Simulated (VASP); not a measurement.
Crystal: Sr3Ca.

```
CELL_PARAMETERS angstrom
5.95750 0.00000 0.00000
0.00000 5.95750 0.00000
0.00000 0.00000 5.95750
ATOMIC_POSITIONS crystal
Ca 0.00000 0.00000 0.00000
Sr 0.00000 0.50000 0.50000
Sr 0.50000 0.00000 0.50000
Sr 0.50000 0.50000 0.00000
```

| Quantity | Value |
| --- | --- |
| Program | VASP 6.6.1 |
| Task | relaxation of volume and atoms at fixed shape |
| Functional | PBEsol |
| Potentials or basis | VASP PAW PBE potentials, release 64 (Ca_sv, Sr_sv) |
| Cutoff | 600 eV |
| k mesh | 4 × 4 × 4 |
| Occupations | methfessel-paxton, width 0.1 eV |
| Spin | no spin polarisation |

At the start: pressure -0.9 GPa; volume 52.86 Å³/atom.

How do energy, volume and symmetry change on relaxing?

Over 3 steps the energy falls by 12.0 meV/atom and the volume is 48.91 Å³/atom (-7.5 %); space group Pm-3m (No. 221, to 0.1 Å) before and after.

The path:
| step | energy change (eV) | largest force (eV/Å) | pressure (GPa) | volume (Å³) |
| --- | --- | --- | --- | --- |
| 1 | 0.0000 | 0.0000 | -0.88 | 211.44 |
| 2 | -0.0369 | 0.0000 | -0.45 | 202.66 |
| 3 | -0.0478 | 0.0000 | -0.03 | 195.63 |

Final structure:
```
Ca Sr
1.0
     5.80510    0.00000    0.00000
     0.00000    5.80510    0.00000
     0.00000    0.00000    5.80510
Ca Sr
1 3
Direct
  0.00000 0.00000 0.00000
  0.00000 0.50000 0.50000
  0.50000 0.00000 0.50000
  0.50000 0.50000 0.00000
```

Caveat: the PAW data sets were made with another functional, which shifts forces and pressure a little.
